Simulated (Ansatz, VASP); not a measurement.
SrCl2 in VASP and in Ansatz

File POSCAR:

```
SrCl2
1.0
    2.0857437514      1.2042047163      6.0055989788
   -2.0857437514      1.2042047163      6.0055989788
    0.0000000000     -2.4084094327      6.0055989788
Sr Cl
1 2
Direct
    0.0002757926      0.0002757926      0.0002757926
    0.4242884500      0.4242884500      0.4242884500
    0.2421024240      0.2421024240      0.2421024240
```

File INCAR.step1:

```
SYSTEM = SrCl2
ALGO = Normal
EDIFF = 1E-4
ENCUT = 520
GGA = PE
ISMEAR = 0
LASPH = .True.
LCHARG = .False.
LREAL = .False.
LWAVE = .True.
NBANDS = 19
NELM = 80
PREC = Accurate
SIGMA = 0.01
```

Contents of INCAR.step2:

```
SYSTEM = SrCl2
ALGO = Normal
EDIFF = 1E-7
ENCUT = 520
ISIF = 2
ISMEAR = 0
ISTART = 1
LASPH = .True.
LCHARG = .False.
LMIXTAU = .True.
LREAL = .False.
LWAVE = .False.
METAGGA = R2SCAN
NBANDS = 19
NELM = 80
PREC = Accurate
SIGMA = 0.01
```

The input KPOINTS:

```
k-points
0
Gamma
  8 8 8
  0 0 0
```

Input for Ansatz:

```yaml
crystal:
  lattice:
    - [2.0857437514, 1.2042047163, 6.0055989788]
    - [-2.0857437514, 1.2042047163, 6.0055989788]
    - [0.0, -2.4084094327, 6.0055989788]
  atoms:
    - { symbol: Sr, position: [0.0002757926, 0.0002757926, 0.0002757926] }
    - { symbol: Cl, position: [0.42428845, 0.42428845, 0.42428845] }
    - { symbol: Cl, position: [0.242102424, 0.242102424, 0.242102424] }
kpoints:
  mp_grid: { grid: [8, 8, 8] }
  band_path:
    path:
      - [0.0, 0.0, 0.0]
      - [-0.5, -0.5, -0.5]
      - [-0.5, -0.192351301, -0.807648699]
      - [-0.192351301, 0.192351301, -0.5]
      - [0.0, 0.0, -0.5]
      - [0.0, 0.3461756505, -0.3461756505]
      - [-0.3461756505, 0.0, -0.6538243495]
      - [-0.5, 0.0, -0.5]
    npoints: 1
hamiltonian:
  xc: r2scan
scf:
  occupations: { method: fixed }
  n_extra_bands: 4
output:
  forces: true
  stress: true
  eigenvalues: true
```

Change from the starting cell: uniaxial_z strain -2.1%.

Alike in both runs: task single point; functional r2SCAN; k mesh 8 × 8 × 8; no spin polarisation.

|  | VASP | Ansatz |
| --- | --- | --- |
| version | VASP 6.6.1 | Ansatz 0.2.0 |
| potentials or method | VASP PAW PBE potentials, release 64 (Sr_sv, Cl) | plane waves, PAW |
| plane-wave cutoff (eV) | 520 | 500 |
| occupations | gaussian, width 0.01 eV | fixed |
| valence electrons in the cell | 24 | 24 |

|  | VASP | Ansatz | Ansatz less VASP |
| --- | --- | --- | --- |
| gap on the k mesh at the Fermi level (eV) | 4.83 | 4.81 | -0.016 |
| pressure (GPa) | 1.0 | 0.9 | -0.05 |
| traceless stress, the component that is largest in VASP (GPa) | 0.13 | 0.14 | +0.014 |
| rms of the force components (eV/Å) | 0.003 | 0.007 | +0.0042 |

VASP's potentials were made for PBE, not for r2SCAN. Atom by atom the forces differ by 0.009 eV/Å (rms over components).
